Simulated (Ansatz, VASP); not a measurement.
**Ba2RuWO6: VASP beside Ansatz**

```
CELL_PARAMETERS angstrom
0.00000 4.15232 4.15232
4.15232 0.00000 4.15232
4.15232 4.15232 0.00000
ATOMIC_POSITIONS crystal
Ba 0.25000 0.25000 0.25000
Ba 0.75000 0.75000 0.75000
W 0.00000 0.00000 0.00000
O 0.76820 0.23180 0.23180
O 0.23180 0.76820 0.23180
O 0.23180 0.76820 0.76820
O 0.76820 0.23180 0.76820
O 0.23180 0.23180 0.76820
O 0.76820 0.76820 0.23180
Ru 0.50000 0.50000 0.50000
```

Alike in both runs: task single point; functional PBE; k mesh 7 × 7 × 7; no spin polarisation.

```csv
,VASP,Ansatz
version,VASP 6.6.1,Ansatz 0.2.0
potentials or method,"VASP PAW PBE potentials, release 64 (Ba_sv, W_sv, O, Ru_pv), cutoff 520 eV",PAW plane waves
occupations,"fermi-dirac, width 0.1 eV",fermi-dirac
valence electrons in the cell,84,86
```

```tsv
	VASP	Ansatz	Ansatz less VASP
pressure (GPa)	-2.9	-4.6	-1.70
rms of the force components (eV/Å)	0.716	0.643	-0.0726
```

Atom by atom the forces differ by 0.073 eV/Å (rms over components). VASP's potentials hold 84 valence electrons a cell and Ansatz's 86, so a difference there can come from the potentials and not from the codes.

Spin-orbit coupling is off throughout.
